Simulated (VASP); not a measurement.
# Ga (Im-3m) in VASP: notebook, part 2 of 2

VASP 6.6.1.

**3. Single point, PBE**

This run uses another cell than the first one, of 19.49 Å³/atom, 0.995 times its volume.

INCAR

```
  PREC = Accurate
  ENCUT = 520
  EDIFF = 1E-6
  ISMEAR = 0
  SIGMA = 0.05
  LREAL = False
  LASPH = True
  NELM = 100
  ALGO = Normal
  ISIF = 2
  LWAVE = False
  LCHARG = False
  GGA = PE
  NBANDS = 12
```

KPOINTS

```
Automatic mesh
0
Gamma
  8 8 8
```

POSCAR

```
Ga
1.0
   -1.6954273234      1.6954273234      1.6954273234
    1.6954273234     -1.6954273234      1.6954273234
    1.6954273234      1.6954273234     -1.6954273234
Ga
1
Direct
    0.0000000000      0.0000000000      0.0000000000
```

Potentials or basis: VASP PAW PBE potentials, release 64 (Ga_d).

On the command line:

```bash
$ cat potpaw_PBE.64/Ga_d/POTCAR > POTCAR
$ mpirun -np 1 vasp_std > vasp.out
```

It took 3 s on 1 thread of Intel Xeon 6975P-C (Granite Rapids), shared host; peak memory 0.13 GiB.

Results (log left out):

| Quantity | Value |
| --- | --- |
| Free energy | -2.8315 eV |
| Pressure | -0.5 GPa |

Levels at points of the mesh, in eV from the Fermi level:
```
           k point  band 4  band 5  band 6  band 7  band 8  band 9
(0.00, 0.00, 0.00)  -14.88  -14.88  -10.94   12.03   12.03   12.03
(0.50, 0.00, 0.00)  -14.88  -14.77   -4.62   -3.73    6.69    8.71
(0.50, 0.50, 0.50)  -14.80  -14.80    1.04    1.46    1.46    1.46
```

**4. Single point, PBE**

This run uses another cell than the first one, of 19.24 Å³/atom, 0.982 times its volume.

INCAR

```
SYSTEM = Ga
PREC = Accurate ; ENCUT = 520
EDIFF = 1E-6 ; ISMEAR = 0
SIGMA = 0.05 ; LREAL = .False.
LASPH = .True. ; NELM = 60
ALGO = Normal ; ISIF = 2
LWAVE = .False. ; LCHARG = .True.
GGA = PE ; LELF = .True.
LVHAR = .True. ; NBANDS = 12
```

KPOINTS

```
Automatic mesh
0
Gamma
  8 8 8
  0 0 0
```

POSCAR

```
Ga
1.0
   -1.6880552095      1.6880552095      1.6880552095
    1.6880552095     -1.6880552095      1.6880552095
    1.6880552095      1.6880552095     -1.6880552095
Ga
1
Direct
    0.0000000000      0.0000000000      0.0000000000
```

On the command line:

```bash
$ cat potpaw_PBE.64/Ga_d/POTCAR > POTCAR
$ mpirun -np 1 vasp_std > vasp.out
```

Wall time 3.5 s (1 thread of Intel Xeon 6975P-C (Granite Rapids), shared host); peak memory 0.13 GiB.

The run converged. Its results:

```
Free energy : -2.8317 eV
Pressure    : 0.1 GPa
```

Levels at points of the mesh, in eV from the Fermi level:
```tsv
k point	band 3	band 4	band 5	band 6	band 7	band 8	band 9	band 10
(0.00, 0.00, 0.00)	-15.07	-14.89	-14.89	-11.04	12.18	12.18	12.18	16.82
(0.50, 0.00, 0.00)	-14.90	-14.89	-14.78	-4.63	-3.79	6.76	8.78	11.19
(0.50, 0.50, 0.50)	-14.80	-14.80	-14.80	1.14	1.46	1.46	1.46	5.59
```

**5. Single point, r2SCAN**

This run uses another cell than the first one, of 18.07 Å³/atom, 0.922 times its volume.

POSCAR

```
Ga
1.0
   -1.6531836060      1.6531836060      1.6531836060
    1.6531836060     -1.6531836060      1.6531836060
    1.6531836060      1.6531836060     -1.6531836060
Ga
1
Direct
    0.0000000000      0.0000000000      0.0000000000
```

INCAR.step1

```
PREC     = Accurate       # precision mode
ENCUT    = 520            # plane-wave cutoff, eV
ISMEAR   = 0              # smearing method
SIGMA    = 0.05           # smearing width, eV
LREAL    = F              # projectors in reciprocal space
LASPH    = T              # aspherical terms in the spheres
NELM     = 60             # most SCF steps
NBANDS   = 12             # bands
GGA      = PE             # functional
ALGO     = Normal         # electronic algorithm
EDIFF    = 1E-4           # SCF threshold, eV
LWAVE    = T              # write WAVECAR
LCHARG   = F              # write CHGCAR
```

INCAR.step2

```
PREC     = Accurate       # precision mode
ENCUT    = 520            # plane-wave cutoff, eV
EDIFF    = 1E-6           # SCF threshold, eV
ISMEAR   = 0              # smearing method
SIGMA    = 0.05           # smearing width, eV
LREAL    = F              # projectors in reciprocal space
LASPH    = T              # aspherical terms in the spheres
NELM     = 60             # most SCF steps
ALGO     = Normal         # electronic algorithm
ISIF     = 2              # what is computed and relaxed
LWAVE    = F              # write WAVECAR
LCHARG   = F              # write CHGCAR
METAGGA  = R2SCAN         # meta-GGA
LMIXTAU  = T            
NBANDS   = 12             # bands
ISTART   = 1
```

KPOINTS

```
regular mesh
0
Gamma
  18 18 18
```

On the command line:

```bash
$ cat potpaw_PBE.64/Ga_d/POTCAR > POTCAR
$ cp INCAR.step1 INCAR
$ mpirun -np 1 vasp_std > vasp.out
$ cp INCAR.step2 INCAR
$ mpirun -np 1 vasp_std > vasp.out
```

Wall time 41 s (1 thread of Intel Xeon 6975P-C (Granite Rapids), shared host); peak memory 0.17 GiB.

It converged, with:

```yaml
Free_energy: -11.2746 eV
Pressure: 0.3 GPa
```

Levels at points of the mesh, in eV from the Fermi level:
| k point | band 3 | band 4 | band 5 | band 6 | band 7 | band 8 | band 9 | band 10 |
| --- | --- | --- | --- | --- | --- | --- | --- | --- |
| (0.00, 0.00, 0.00) | -15.54 | -15.32 | -15.32 | -12.02 | 13.88 | 13.88 | 13.88 | 18.37 |
| (0.50, 0.00, 0.00) | -15.34 | -15.32 | -15.19 | -4.67 | -4.24 | 7.66 | 9.87 | 12.18 |
| (0.50, 0.50, 0.50) | -15.22 | -15.22 | -15.22 | 1.65 | 1.65 | 1.65 | 2.19 | 6.08 |

Caveat: the PAW data sets were made with another functional, which shifts forces and pressure a little.

**6. Single point, r2SCAN**

This run uses another cell than the first one, of 18.11 Å³/atom, 0.924 times its volume.

POSCAR

```
Ga
1.0
   -1.6542470483      1.6542470483      1.6542470483
    1.6542470483     -1.6542470483      1.6542470483
    1.6542470483      1.6542470483     -1.6542470483
Ga
1
Direct
    0.0000000000      0.0000000000      0.0000000000
```

INCAR.step1

```
  PREC = Accurate
  ENCUT = 520
  ISMEAR = 0
  SIGMA = 0.05
  LREAL = F
  LASPH = T
  NELM = 80
  NBANDS = 12
  GGA = PE
  ALGO = Normal
  EDIFF = 1E-4
  LWAVE = T
  LCHARG = F
```

INCAR.step2

```
  PREC = Accurate
  ENCUT = 520
  EDIFF = 1E-6
  ISMEAR = 0
  SIGMA = 0.05
  LREAL = F
  LASPH = T
  NELM = 80
  ALGO = Normal
  ISIF = 2
  LWAVE = F
  LCHARG = F
  METAGGA = R2SCAN
  LMIXTAU = T
  NBANDS = 12
  ISTART = 1
```

KPOINTS is that of step 5.

Potentials or basis: VASP PAW PBE potentials, release 64 (Ga_d).

On the command line:

```bash
$ cat potpaw_PBE.64/Ga_d/POTCAR > POTCAR
$ cp INCAR.step1 INCAR
$ mpirun -np 1 vasp_std > vasp.out
$ cp INCAR.step2 INCAR
$ mpirun -np 1 vasp_std > vasp.out
```

OUTCAR:

```text
PREC = Accurate
   ENCUT = 520
   EDIFF = 1E-6
   ISMEAR = 0
   LREAL = F
   LASPH = T
   NELM = 80
   ISIF = 2
   METAGGA = R2SCAN
   ISTART = 1

 ion  position               nearest neighbor table
   1  0.000  0.000  0.000-

  LATTYP: Found a body centered cubic cell.
 ALAT       =     3.3084940966

  Lattice vectors:

 A1 = (  -1.6542470483,   1.6542470483,   1.6542470483)
 A2 = (   1.6542470483,  -1.6542470483,   1.6542470483)
[... 529 lines left out ...]
      1      -9.7657      2.00000
      2      -9.7280      2.00000
      3      -9.4807      2.00000
      4      -9.4720      2.00000
      5      -9.3628      2.00000
      6       0.0897      2.00000
      7       3.4538      2.00000
      8      11.3749      0.00000
      9      14.5444      0.00000
     10      19.3361      0.00000
     11      21.9227      0.00000
     12      26.7568      0.00000

 [... further k-points ...]
[... 5 lines left out ...]
  --------------------------------------------------------------------------------------
  -------------------------------------------------------------------------------------
  Total        0.0188904      0.0188904      0.0188904      0.0000000      0.0000000     -0.0000000
  in kB        1.6714423      1.6714423      1.6714423      0.0000000      0.0000000     -0.0000000
  external PRESSURE =       1.6714423 kB  Pullay stress =       0.0000000 kB

 VOLUME and BASIS-vectors are now :
 -----------------------------------------------------------------------------
  energy-cutoff  :      520.00
  volume of cell :       18.11
      direct lattice vectors                 reciprocal lattice vectors
    -1.654247048  1.654247048  1.654247048     0.000000000  0.302252315  0.302252315
     1.654247048 -1.654247048  1.654247048     0.302252315  0.000000000  0.302252315
     1.654247048  1.654247048 -1.654247048     0.302252315  0.302252315  0.000000000

 POSITION                                       TOTAL-FORCE (eV/Angst)
 -----------------------------------------------------------------------------------
      0.00000      0.00000      0.00000         0.000000     -0.000000      0.000000
 -----------------------------------------------------------------------------------
    total drift:                                0.000000      0.000000      0.000000

  FREE ENERGIE OF THE ION-ELECTRON SYSTEM (eV)
  ---------------------------------------------------
  free  energy   TOTEN  =       -11.2745753775 eV

  energy  without entropy=      -11.2739839917  energy(sigma->0) =      -11.27427968
```

OUTCAR.step1:

```text
PREC = Accurate
   ENCUT = 520
   ISMEAR = 0
   LREAL = F
   LASPH = T
[... 576 lines left out ...]

 POSITION                                       TOTAL-FORCE (eV/Angst)
 -----------------------------------------------------------------------------------
      0.00000      0.00000      0.00000         0.000000     -0.000000      0.000000
 -----------------------------------------------------------------------------------
    total drift:                                0.000000      0.000000     -0.000000

  FREE ENERGIE OF THE ION-ELECTRON SYSTEM (eV)
  ---------------------------------------------------
  free  energy   TOTEN  =        -2.8624734198 eV

  energy  without entropy=       -2.8615880274  energy(sigma->0) =       -2.86203072
```

Wall time 49 s (1 thread of Intel Xeon 6975P-C (Granite Rapids), shared host); peak memory 0.17 GiB.

Results:

```
Free energy : -11.2746 eV
Pressure    : 0.2 GPa
```

Caveat: the PAW data sets were made with another functional, which shifts forces and pressure a little.

**7. The runs side by side**

```csv
level,cell,k mesh,gap on the mesh (eV),pressure (GPa)
PBE,"a = 2.942 Å, angles 109.5°, 1 atom",8 × 8 × 8,none,-0.7
PBE,"a = 2.937 Å, angles 109.5°, 1 atom",8 × 8 × 8,none,-0.5
PBE,"a = 2.924 Å, angles 109.5°, 1 atom",8 × 8 × 8,none,0.1
r2SCAN,"a = 2.863 Å, angles 109.5°, 1 atom",18 × 18 × 18,none,0.3
r2SCAN,"a = 2.865 Å, angles 109.5°, 1 atom",18 × 18 × 18,none,0.2
```

Alike in all rows: task single point; potentials or basis VASP PAW PBE potentials, release 64 (Ga_d); no spin polarisation; cutoff (eV) 520; smearing gaussian 0.05 eV.

Caveats: the PAW data sets were made with another functional, which shifts forces and pressure a little (some runs).

Total energies depend on the potentials used, so only differences within one code and one set of settings carry meaning.
